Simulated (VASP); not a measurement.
A run of VASP 6.6.1 is set up as follows.

File INCAR:

```
SYSTEM = SnO
ALGO     = Normal         ! electronic algorithm
EDIFF    = 1E-6           ! SCF threshold, eV
ENCUT    = 1340           ! plane-wave cutoff, eV
GGA      = PS             ! functional
GGA_COMPAT= .FALSE.      
ISIF     = 2              ! what is computed and relaxed
ISMEAR   = -1             ! smearing method
IVDW     = 13             ! dispersion correction
LASPH    = .TRUE.         ! aspherical terms in the spheres
LCHARG   = .FALSE.        ! write CHGCAR
LREAL    = .FALSE.        ! projectors in reciprocal space
LWAVE    = .FALSE.        ! write WAVECAR
NBANDS   = 28             ! bands
NELM     = 120            ! most SCF steps
PREC     = Accurate       ! precision mode
SIGMA    = 0.05           ! smearing width, eV
```

Contents of KPOINTS:

```
k-points
0
G
  7 7 6
  0 0 0
```

POSCAR

```
SnO
1.0
    3.7880991788      0.0000000000      0.0000000000
    0.0000000000      3.7880991788      0.0000000000
    0.0000000000      0.0000000000      4.8541142359
Sn O
2 2
Direct
    0.5000000000      0.0000000000      0.7646261400
    0.0000000000      0.5000000000      0.2353738600
    0.0000000000      0.0000000000      0.0000000000
    0.5000000000      0.5000000000      0.0000000000
```

Potentials or basis: VASP PAW PBE potentials, release 64 (Sn_d, O_h).

The run is started by

```bash
$ cat potpaw_PBE.64/Sn_d/POTCAR potpaw_PBE.64/O_h/POTCAR > POTCAR
$ mpirun -np 1 vasp_std > vasp.out
```

What does it give for the dispersion energy per atom?

-0.157 eV.

Estimate the pressure.

0.2 GPa.

What does it give for the largest force?

0.445 eV/Å.

Estimate the band gap on the k mesh.

0.30 eV (least direct gap 1.95 eV).

Stress tensor (GPa, compression positive):
```
 0.47  0.00  0.00
 0.00  0.47  0.00
 0.00  0.00 -0.19
```

Caveat: semilocal functionals underestimate gaps, and a narrow one can read as zero; the PAW data sets were made with another functional, which shifts forces and pressure a little; spin-orbit coupling is left out, which moves the levels of the heavy elements. A k mesh can miss the band edges.
